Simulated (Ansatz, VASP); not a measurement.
Sn: VASP beside Ansatz

```
Sn
1.0
    -3.08715    3.08715    1.51934
     3.08715   -3.08715    1.51934
     3.08715    3.08715   -1.51934
Sn
2
Direct
  0.75000 0.25000 0.50000
  0.00000 0.00000 0.00000
```

Change from the starting cell: strain +0.050 along x and y, -0.050 along z, atoms carried along.

Alike in both runs: task single point; functional r2SCAN; k mesh 16 × 16 × 16; occupations gaussian, width 0.15 eV; no spin polarisation.

```csv
,VASP,Ansatz
version,VASP 6.6.1,Ansatz 0.2.0
potentials or method,"VASP PAW PBE potentials, release 64 (Sn_d), cutoff 520 eV","scalar-relativistic, plane waves, PAW"
valence electrons in the cell,28,28
```

Ansatz gave:

- gap on the k mesh at the Fermi level (eV): none
- pressure (GPa): -1.7
- traceless stress, the component that is largest in VASP (GPa): 4.07

Q: Estimate VASP's values.

A: gap on the k mesh at the Fermi level (eV): none; pressure (GPa): -1.7; traceless stress, the component that is largest in VASP (GPa): 4.08.

VASP's potentials were made for PBE, not for r2SCAN. A gap of «none» marks a metal or a gap that the smearing closes.
